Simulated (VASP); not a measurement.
# RbNa3Te2 (P6/mmm) in VASP: a series of runs

The runs below take RbNa3Te2 through single point, with PBE.

Program: VASP 6.6.1. These are calculated values, not measurements. Logs are shortened: lines on timing, memory, paths and dates and some standing lists are left out, and cuts for length are marked.

### 1 The cell of the first run

Symmetry: P6/mmm, No. 191, hexagonal system. Conventional cell: a = 6.376 Å, b = 6.376 Å, c = 4.959 Å, α = 90.00°, β = 90.00°, γ = 120.00°. Rb (site symmetry 6/mmm) has 6 Te at 3.68 Å and 12 Na at 4.04 Å within 4.8 Å. Within 4.1 Å of Na (site symmetry mmm) lie 4 Te at 3.09 Å and 4 Na at 3.19 Å and 4 Rb at 4.04 Å. Within 4.1 Å of Te (site symmetry -6m2) lie 6 Na at 3.09 Å and 3 Rb at 3.68 Å and 3 Te at 3.68 Å.

### 2 Single point, PBE

The input, INCAR:

```
SYSTEM = RbNa3Te2
PREC = Accurate ; ENCUT = 520
EDIFF = 1E-7 ; ISMEAR = 0
SIGMA = 0.1 ; LREAL = .FALSE.
LASPH = .TRUE. ; NELM = 60
ALGO = Fast ; ISIF = 2
LWAVE = .FALSE. ; LCHARG = .FALSE.
GGA = PE ; NBANDS = 30
```

The input, KPOINTS:

```
regular mesh
0
G
  3 3 4
  0 0 0
```

The input, POSCAR:

```
RbNa3Te2
1.0
    6.3764676600      0.0000000000      0.0000000000
   -3.1882338300      5.5221829800      0.0000000000
    0.0000000000      0.0000000000      4.9594579100
Rb Na Te
1 3 2
Direct
    0.0000000000      0.0000000000      0.0000000000
    0.5000000000      0.0000000000      0.5000000000
    0.5000000000      0.5000000000      0.5000000000
    0.0000000000      0.5000000000      0.5000000000
    0.6666666700      0.3333333300      0.0000000000
    0.3333333300      0.6666666700      0.0000000000
```

Potentials or basis: VASP PAW PBE potentials, release 64 (Rb_sv, Na_pv, Te).

Started as:

```
> cat potpaw_PBE.64/Rb_sv/POTCAR potpaw_PBE.64/Na_pv/POTCAR potpaw_PBE.64/Te/POTCAR > POTCAR
> mpirun -np 1 vasp_std > vasp.out
```

OUTCAR:

```text
SYSTEM = RbNa3Te2
   PREC = Accurate
   ENCUT = 520
   EDIFF = 1E-7
   ISMEAR = 0
   LREAL = .FALSE.
   LASPH = .TRUE.
   NELM = 60
   ISIF = 2
   GGA = PE

 ion  position               nearest neighbor table
   1  0.000  0.000  0.000-   5 3.68   6 3.68   5 3.68   6 3.68   5 3.68   6 3.68   2 4.04   2 4.04
                             2 4.04   2 4.04   4 4.04   4 4.04   4 4.04   3 4.04   3 4.04   4 4.04
   2  0.500  0.000  0.500-   5 3.09   6 3.09   5 3.09   6 3.09   1 4.04   1 4.04   1 4.04   1 4.04

   3  0.500  0.500  0.500-   5 3.09   6 3.09   5 3.09   6 3.09   1 4.04   1 4.04   1 4.04   1 4.04

   4  0.000  0.500  0.500-   5 3.09   6 3.09   5 3.09   6 3.09   1 4.04   1 4.04   1 4.04   1 4.04

   5  0.667  0.333  0.000-   4 3.09   4 3.09   2 3.09   2 3.09   3 3.09   3 3.09   1 3.68   6 3.68
                             6 3.68   1 3.68   1 3.68   6 3.68
   6  0.333  0.667  0.000-   4 3.09   4 3.09   2 3.09   2 3.09   3 3.09   3 3.09   1 3.68   5 3.68
                             5 3.68   1 3.68   1 3.68   5 3.68

  LATTYP: Found a hexagonal cell.
 ALAT       =     6.3764676600
 C/A-ratio  =     0.7777751217

  Lattice vectors:

 A1 = (   6.3764676600,   0.0000000000,   0.0000000000)
 A2 = (  -3.1882338300,   5.5221829800,   0.0000000000)
 A3 = (   0.0000000000,   0.0000000000,   4.9594579100)

Analysis of symmetry for initial positions (statically):
=====================================================================
 Subroutine PRICEL returns:
 Original cell was already a primitive cell.

 Routine SETGRP: Setting up the symmetry group for a
 hexagonal supercell.

 Subroutine GETGRP returns: Found 24 space group operations
 (whereof 24 operations were pure point group operations)
 out of a pool of 24 trial point group operations.

The static configuration has the point symmetry D_6h.

Analysis of symmetry for dynamics (positions and initial velocities):
=====================================================================
 Subroutine PRICEL returns:
 Original cell was already a primitive cell.

 Routine SETGRP: Setting up the symmetry group for a
 hexagonal supercell.

 Subroutine GETGRP returns: Found 24 space group operations
 (whereof 24 operations were pure point group operations)
 out of a pool of 24 trial point group operations.

The dynamic configuration has the point symmetry D_6h.

 Subroutine INISYM returns: Found 24 space group operations
 (whereof 24 operations are pure point group operations),
 and found     1 'primitive' translations

----------------------------------------------------------------------------------------

                                     Primitive cell

  volume of cell :     174.6325

  direct lattice vectors                    reciprocal lattice vectors
     6.376467660  0.000000000  0.000000000     0.156826640  0.090543903  0.000000000
    -3.188233830  5.522182980  0.000000000     0.000000000  0.181087806  0.000000000
     0.000000000  0.000000000  4.959457910     0.000000000  0.000000000  0.201634940

  length of vectors
     6.376467660  6.376467660  4.959457910     0.181087806  0.181087806  0.201634940

  position of ions in fractional coordinates (direct lattice)
     0.000000000  0.000000000  0.000000000
     0.500000000  0.000000000  0.500000000
     0.500000000  0.500000000  0.500000000
     0.000000000  0.500000000  0.500000000
     0.666666670  0.333333330  0.000000000
     0.333333330  0.666666670  0.000000000

  ion indices of the primitive-cell ions
   primitive index   ion index
                 1           1
                 2           2
                 3           3
                 4           4
                 5           5
                 6           6

----------------------------------------------------------------------------------------

 KPOINTS: regular mesh

Automatic generation of k-mesh.
 Grid dimensions read from file:
 generate k-points for:    3    3    4

 Generating k-lattice:

  Cartesian coordinates                     Fractional coordinates (reciprocal lattice)
     0.052275547  0.030181301  0.000000000     0.333333333  0.000000000  0.000000000
     0.000000000  0.060362602  0.000000000     0.000000000  0.333333333  0.000000000
     0.000000000  0.000000000  0.050408735     0.000000000  0.000000000  0.250000000

  Length of vectors
     0.060362602  0.060362602  0.050408735

  Shift w.r.t. Gamma in fractional coordinates (k-lattice)
     0.000000000  0.000000000  0.000000000

 Subroutine IBZKPT returns following result:
 ===========================================

 Found      9 irreducible k-points:

 Following reciprocal coordinates:
            Coordinates               Weight
  0.000000  0.000000  0.000000      1.000000
  0.333333  0.000000  0.000000      6.000000
  0.333333  0.333333  0.000000      2.000000
  0.000000  0.000000  0.250000      2.000000
  0.333333  0.000000  0.250000     12.000000
  0.333333  0.333333  0.250000      4.000000
  0.000000  0.000000  0.500000      1.000000
  0.333333  0.000000  0.500000      6.000000
  0.333333  0.333333  0.500000      2.000000
   k-points           NKPTS =      9   k-points in BZ     NKDIM =      9   number of bands    NBANDS=     30
   number of dos      NEDOS =    301   number of ions     NIONS =      6
   total plane-waves  NPLWV =  92160
   dimension x,y,z NGX =    48 NGY =   48 NGZ =   40
   dimension x,y,z NGXF=    96 NGYF=   96 NGZF=   80
   ions per type =               1   3   2
   NGX,Y,Z   is equivalent  to a cutoff of  12.51, 12.51, 13.41 a.u.
   NGXF,Y,Z  is equivalent  to a cutoff of  25.03, 25.03, 26.82 a.u.
 SYSTEM =  RbNa3Te2
   PREC   = accura    normal or accurate (medium, high low for compatibility)
   ISTART =      0    job   : 0-new  1-cont  2-samecut
   ICHARG =      2    charge: 1-file 2-atom 10-const
   ISPIN  =      1    spin polarized calculation?
   LNONCOLLINEAR =      F non collinear calculations
   LSORBIT =      F    spin-orbit coupling
   LASPH  =      T    aspherical Exc in radial PAW
   ENCUT  =  520.0 eV  38.22 Ry    6.18 a.u.  11.86 11.86  9.22*2*pi/ulx,y,z
   NELM   =     60;   NELMIN=  2; NELMDL= -5     # of ELM steps
   EDIFF  = 0.1E-06   stopping-criterion for ELM
   LREAL  =      F    real-space projection
   EDIFFG = 0.1E-05   stopping-criterion for IOM
   NSW    =      0    number of steps for IOM
   IBRION =     -1    ionic relax: 0-MD 1-quasi-New 2-CG
   NFREE  =      0    steps in history (QN), initial steepest desc. (CG)
   ISIF   =      2    stress and relaxation
   ISYM   =      2    0-nonsym 1-usesym 2-fastsym
   POTIM  = 0.5000    time-step for ionic-motion
   TEBEG  =    0.0;   TEEND  =   0.0 temperature during run
   PSTRESS=    0.0 pullay stress
   NELECT =      42.0000    total number of electrons
   NUPDOWN=      -1.0000    fix difference up-down
   EMIN   =  10.00;   EMAX   =-10.00  energy-range for DOS
   EFERMI =   0.00;   METHOD = LEGACY
   ISMEAR =     0;   SIGMA  =   0.10  broadening in eV -4-tet -1-fermi 0-gaus
   EFERMI_NEDOS =   21; number of points for ismear=-14 and -15
   IALGO  =     68    algorithm
   IMIX   =      4    mixing-type and parameters
     AMIX     =   0.40;   BMIX     =  1.00
     AMIX_MAG =   1.60;   BMIX_MAG =  1.00
  volume/ion in A,a.u.               =      29.11       196.41
  Fermi-wavevector in a.u.,A,eV,Ry     =   1.018082  1.923897 14.102323  1.036492
  Thomas-Fermi vector in A             =   2.151520
   LORBIT       =      0    0 simple, 1 ext, 2 COOP (PROOUT), +10 PAW based schemes
   GGA     = PE    functional components
   LHFCALC =     F    Hartree Fock is set to
   AEXX    =    0.0000 exact exchange contribution
   IVDW    =     0    specifies the selected vdW correction
   LEPSILON=     F    determine dielectric tensor
   LRPA    =     F    only Hartree local field effects (RPA)
 non-spin polarized calculation
 RMM-DIIS sequential band-by-band and
 Gauss-broadening in eV      SIGMA  =   0.10
  energy-cutoff  :      520.00
  volume of cell :      174.63
 maximum number of plane-waves:      4740
 NGX is ok and might be reduce to    48
   NGX = 23   NGY = 23   NGZ = 19

 number of electron      42.0000002 magnetization

 Free energy of the ion-electron system (eV)
  ---------------------------------------------------
  ext. energy  EPLUGINS =         0.00000000
  ---------------------------------------------------
  free energy    TOTEN  =       -14.26630904 eV

  energy without entropy =      -14.24880497  energy(sigma->0) =      -14.25755700

 E-fermi :   3.7530     XC(G=0):  -8.2224

 val. band max:        3.6979019573   @ k =   0.3333   0.0000   0.0000
 cond. band min:       3.7542281367   @ k =   0.3333   0.3333   0.0000
 fundamental gap:      0.0563261794
 Fermi energy:         3.7529599096

 k-point     1 :       0.0000    0.0000    0.0000
  band No.  band energies     occupation
      1     -24.0004      2.00000
      2     -21.4043      2.00000
      3     -21.4005      2.00000
      4     -21.4005      2.00000
      5     -21.3478      2.00000
      6     -21.2864      2.00000
[... 22 lines left out ...]
     29       8.5831      0.00000
     30       8.8426      0.00000

 k-point     2 :       0.3333    0.0000    0.0000
  band No.  band energies     occupation
      1     -24.0002      2.00000
      2     -21.4010      2.00000
      3     -21.3867      2.00000
      4     -21.3770      2.00000
      5     -21.3583      2.00000
      6     -21.3136      2.00000
[... 22 lines left out ...]
     29       8.8514      0.00000
     30       9.4603      0.00000

 k-point     3 :       0.3333    0.3333    0.0000
  band No.  band energies     occupation
      1     -24.0001      2.00000
      2     -21.3922      2.00000
      3     -21.3777      2.00000
      4     -21.3777      2.00000
      5     -21.3421      2.00000
      6     -21.3421      2.00000
[... 22 lines left out ...]
     29       8.1828      0.00000
     30       8.1833      0.00000

 k-point     4 :       0.0000    0.0000    0.2500
  band No.  band energies     occupation
      1     -23.9994      2.00000
      2     -21.4039      2.00000
      3     -21.4004      2.00000
      4     -21.4004      2.00000
      5     -21.3478      2.00000
      6     -21.2863      2.00000
[... 22 lines left out ...]
     29       8.4436      0.00000
     30       9.8098      0.00000

 k-point     5 :       0.3333    0.0000    0.2500
  band No.  band energies     occupation
      1     -23.9992      2.00000
      2     -21.4009      2.00000
      3     -21.3866      2.00000
      4     -21.3768      2.00000
      5     -21.3583      2.00000
      6     -21.3135      2.00000
[... 22 lines left out ...]
     29       8.8712      0.00000
     30       9.0189      0.00000

 k-point     6 :       0.3333    0.3333    0.2500
  band No.  band energies     occupation
      1     -23.9991      2.00000
      2     -21.3922      2.00000
      3     -21.3776      2.00000
      4     -21.3776      2.00000
      5     -21.3419      2.00000
      6     -21.3419      2.00000
[... 22 lines left out ...]
     29       8.0689      0.00000
     30       8.3979      0.00000

 k-point     7 :       0.0000    0.0000    0.5000
  band No.  band energies     occupation
      1     -23.9984      2.00000
      2     -21.4035      2.00000
      3     -21.4003      2.00000
      4     -21.4003      2.00000
      5     -21.3477      2.00000
      6     -21.2862      2.00000
[... 22 lines left out ...]
     29      10.1410      0.00000
     30      10.7459      0.00000

 k-point     8 :       0.3333    0.0000    0.5000
  band No.  band energies     occupation
      1     -23.9981      2.00000
      2     -21.4008      2.00000
      3     -21.3865      2.00000
      4     -21.3765      2.00000
      5     -21.3583      2.00000
      6     -21.3133      2.00000
[... 22 lines left out ...]
     29       9.5164      0.00000
     30       9.9933      0.00000

 k-point     9 :       0.3333    0.3333    0.5000
  band No.  band energies     occupation
      1     -23.9980      2.00000
      2     -21.3923      2.00000
      3     -21.3775      2.00000
      4     -21.3775      2.00000
      5     -21.3417      2.00000
      6     -21.3417      2.00000
[... 22 lines left out ...]
     29       9.6389      0.00000
     30       9.6416      0.00000

------------------------ aborting loop because EDIFF is reached ----------------------------------------

  FORCE on cell =-STRESS in cart. coord.  units (eV):
  Direction    XX          YY          ZZ          XY          YZ          ZX
  --------------------------------------------------------------------------------------
  -------------------------------------------------------------------------------------
  Total        8.1521577      8.1521577      0.2511197      0.0000000      0.0000000      0.0000000
  in kB       74.7924895     74.7924895      2.3039136      0.0000000      0.0000000      0.0000000
  external PRESSURE =      50.6296308 kB  Pullay stress =       0.0000000 kB

 VOLUME and BASIS-vectors are now :
 -----------------------------------------------------------------------------
  energy-cutoff  :      520.00
  volume of cell :      174.63
      direct lattice vectors                 reciprocal lattice vectors
     6.376467660  0.000000000  0.000000000     0.156826640  0.090543903  0.000000000
    -3.188233830  5.522182980  0.000000000     0.000000000  0.181087806  0.000000000
     0.000000000  0.000000000  4.959457910     0.000000000  0.000000000  0.201634940

 POSITION                                       TOTAL-FORCE (eV/Angst)
 -----------------------------------------------------------------------------------
      0.00000      0.00000      0.00000         0.000000     -0.000000      0.000000
      3.18823      0.00000      2.47973         0.000000     -0.000000      0.000000
      1.59412      2.76109      2.47973        -0.000000     -0.000000      0.000000
     -1.59412      2.76109      2.47973         0.000000     -0.000000      0.000000
      3.18823      1.84073      0.00000         0.000000      0.000000     -0.000000
     -0.00000      3.68146      0.00000        -0.000000     -0.000000      0.000000
 -----------------------------------------------------------------------------------
    total drift:                                0.000000     -0.000000     -0.000000

  FREE ENERGIE OF THE ION-ELECTRON SYSTEM (eV)
  ---------------------------------------------------
  free  energy   TOTEN  =       -14.2663090408 eV

  energy  without entropy=      -14.2488049653  energy(sigma->0) =      -14.25755700
```

Wall time 66 s (1 thread of Intel Xeon 6975P-C (Granite Rapids), shared host); peak memory 0.27 GiB.

What came out:

| Item | Value |
| --- | --- |
| Free energy | -14.2663 eV |
| Pressure | 5.1 GPa |
| Band gap on the k mesh | zero (band 21 reaches 3.82 eV, above the bottom of band 22 at 2.71 eV) |

Stress tensor (GPa, compression positive):
```
7.48 0.00 0.00
0.00 7.48 0.00
0.00 0.00 0.23
```

Caveat: the k points lie up to 0.38 Å⁻¹ apart; spin-orbit coupling is left out, which moves the levels of the heavy elements.

(Continued in part 2 of 2.)
